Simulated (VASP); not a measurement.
Crystal: Cu2O.

```xyz
6
Lattice="4.2600 0.0000 0.0000 0.0000 4.2600 0.0000 0.0000 0.0000 4.2600" Properties=species:S:1:pos:R:3 pbc="T T T"
Cu    1.0650    1.0650    1.0650
Cu    1.0650    3.1950    3.1950
Cu    3.1950    1.0650    3.1950
Cu    3.1950    3.1950    1.0650
O     4.2600    4.2600    4.2600
O     2.1300    2.1300    2.1300
```

Base run:

```yaml
Program: VASP 6.6.1
Functional: PBEsol
Potentials_or_basis: VASP PAW PBE potentials, release 64 (Cu, O)
Cutoff: 600 eV
k_mesh: 4 × 4 × 4
Occupations: gaussian, width 0.01 eV
Spin: no spin polarisation
Hubbard_terms: Cu d U = 1.5 eV
```

Its results: band gap on the k mesh 0.58 eV; pressure -2.9 GPa.

The run is repeated on the same cell with these changes: hubbard terms from Cu d U = 1.5 eV to Cu d U = 4.5 eV. What comes out?

Band gap on the k mesh 0.70 eV; pressure -4.1 GPa.

Caveats: semilocal functionals underestimate gaps, and a narrow one can read as zero; the PAW data sets were made with another functional, which shifts forces and pressure a little; the cell stands under tension (at least some runs).

